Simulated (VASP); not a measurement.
Write the native input for VASP 6.6.1 that does the following.

```yaml
Task: single point
Functional: PBE
Potentials_or_basis: VASP PAW PBE potentials, release 64 (Y_sv)
Cutoff: 520 eV
k_mesh: 14 × 14 × 14
Occupations: fermi-dirac, width 0.08 eV
Spin: no spin polarisation
Dipole_correction: no
Further_INCAR_settings: ALGO = Normal; EDIFF = 1e-07; NBANDS = 18
```

The structure of Y lies in POSCAR:

```
Y
1.0
   -2.3107684481      2.3107684481      1.3912515357
    2.3107684481     -2.3107684481      1.3912515357
    2.3107684481      2.3107684481     -1.3912515357
Y
2
Direct
   -0.3750000000     -0.1250000000     -0.2500000000
    0.3750000000      0.1250000000      0.2500000000
```

These files were run (other wordings do the same):

INCAR

```
SYSTEM = Y
PREC     = Accurate       ! precision mode
ENCUT    = 520            ! plane-wave cutoff, eV
EDIFF    = 1E-7           ! SCF threshold, eV
ISMEAR   = -1             ! smearing method
SIGMA    = 0.08           ! smearing width, eV
LREAL    = .FALSE.        ! projectors in reciprocal space
LASPH    = .TRUE.         ! aspherical terms in the spheres
NELM     = 100            ! most SCF steps
ALGO     = Normal         ! electronic algorithm
ISIF     = 2              ! what is computed and relaxed
LWAVE    = .FALSE.        ! write WAVECAR
LCHARG   = .TRUE.         ! write CHGCAR
GGA      = PE             ! functional
LELF     = .TRUE.         ! ELF
LVHAR    = .TRUE.       
NBANDS   = 18             ! bands
```

KPOINTS

```
regular mesh
0
G
  14 14 14
  0 0 0
```

Potentials or basis: VASP PAW PBE potentials, release 64 (Y_sv).

Launch:

```sh
$ cat potpaw_PBE.64/Y_sv/POTCAR > POTCAR
$ mpirun -np 1 vasp_std > vasp.out
```

Results of the run:

```json
{
  "Pressure": "102.7 GPa",
  "Band gap on the k mesh": "zero (bands 11 and 12 overlap by 3.45 eV)"
}
```

Caveat: the cell stands under pressure.

Wall time 3.1 min on 1 thread of Oxide Virtual Turin-like Processor, with other jobs on the host, peak memory 0.23 GiB.
